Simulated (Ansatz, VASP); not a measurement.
# Ni in VASP and in Ansatz

```
CELL_PARAMETERS angstrom
0.00000 1.63564 1.63564
1.63564 0.00000 1.63564
1.63564 1.63564 0.00000
ATOMIC_POSITIONS crystal
Ni 0.00000 0.00000 0.00000
```

Change from the starting cell: volume scaled by 0.8, PAW files.

Alike in both runs: task single point; functional LDA; k mesh 16 × 16 × 16; occupations fermi-dirac, width 0.1 eV; collinear spin.

|  | VASP | Ansatz |
| --- | --- | --- |
| version | VASP 6.6.1 | Ansatz 0.2.0 |
| potentials or method | VASP PAW LDA potentials, release 64 (Ni) | PAW with Ansatz's default frozen-core files, scalar-relativistic |
| plane-wave cutoff (eV) | 520 | 420 |
| valence electrons in the cell | 10 | 18 |

VASP gave:

* pressure (GPa): 48.1
* net moment per atom (μB): 0.52
* size of the moment on the site where the two differ most (μB): 0.51

Question: What did Ansatz give for the same quantities?

Answer: Pressure (GPa): 48.7; net moment per atom (μB): 0.54; size of the moment on the site where the two differ most (μB): 0.56.

LDA's correlation is that of Perdew and Zunger in VASP and of Perdew and Wang (1992) in Ansatz. Site moments also hang on the region over which each program counts them. Both programs put the cell under a high pressure, so it lies far from rest at this level. VASP's potentials hold 10 valence electrons a cell and Ansatz's 18, so a difference there can come from the potentials and not from the codes.
